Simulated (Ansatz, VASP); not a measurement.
**Hf4C: VASP beside Ansatz**

```
Hf C
1.0
     3.22332    1.86098    2.64271
    -3.22332    1.86098    2.64271
     0.00000   -3.72197    2.64271
Hf C
4 1
Direct
  0.50000 0.50000 0.00000
  0.00000 0.50000 0.50000
  0.50000 0.00000 0.50000
  0.00000 0.00000 0.00000
  0.50000 0.50000 0.50000
```

Alike in both runs: functional PBE; k mesh 4 × 4 × 4; occupations gaussian, width 0.2 eV; no spin polarisation.

Ansatz relaxed the structure, and its values are those at the end. VASP's run is a single point on that final structure, the one shown.

```csv
,VASP,Ansatz
version,VASP 6.6.1,Ansatz 0.2.0
potentials or method,"VASP PAW PBE potentials, release 64 (Hf_pv, C), cutoff 600 eV","scalar-relativistic, plane waves, PAW"
valence electrons in the cell,44,108
```

|  | VASP | Ansatz | Ansatz less VASP |
| --- | --- | --- | --- |
| gap on the k mesh at the Fermi level (eV) | none | none | - |
| pressure (GPa) | -0.5 | 0.0 | +0.51 |

A gap of «none» marks a metal or a gap that the smearing closes. VASP's potentials hold 44 valence electrons a cell and Ansatz's 108, so a difference there can come from the potentials and not from the codes.

Spin-orbit coupling is off throughout.
